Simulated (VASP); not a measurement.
The system is Na.

```
Na
1.0
     3.70832    0.00000    0.00000
    -1.23611    3.49624    0.00000
    -1.23611   -1.74812    3.02783
Na
1
Direct
  0.00000 0.00000 0.00000
```

| Item | Value |
| --- | --- |
| Program | VASP 6.6.1 |
| Task | relaxation of cell and atoms |
| Functional | PBEsol |
| Potentials or basis | VASP PAW PBE potentials, release 64 (Na_pv) |
| Cutoff | 600 eV |
| k mesh | 8 × 8 × 8 |
| Occupations | fermi-dirac, width 0.02 eV |
| Spin | no spin polarisation |

At the start: pressure -0.5 GPa; volume 39.26 Å³/atom.

Q: Where does the relaxation end?

A: Over 3 steps the energy falls by 5.1 meV/atom and the volume is 36.36 Å³/atom (-7.4 %); space group Im-3m (No. 229, to 0.05 Å).

Step by step:
| step | energy change (eV) | largest force (eV/Å) | pressure (GPa) | volume (Å³) |
| --- | --- | --- | --- | --- |
| 1 | 0.0000 | 0.0000 | -0.53 | 39.26 |
| 2 | -0.0022 | 0.0000 | -0.42 | 38.52 |
| 3 | -0.0051 | 0.0000 | -0.02 | 36.36 |

Final structure:
```yaml
crystal:
  lattice:
    - [3.61462, 0.00000, 0.00000]
    - [-1.20487, 3.40790, 0.00000]
    - [-1.20487, -1.70395, 2.95133]
  atoms:
    - { symbol: Na, position: [0.00000, 0.00000, 0.00000] }
```

Caveat: the PAW data sets were made with another functional, which shifts forces and pressure a little.
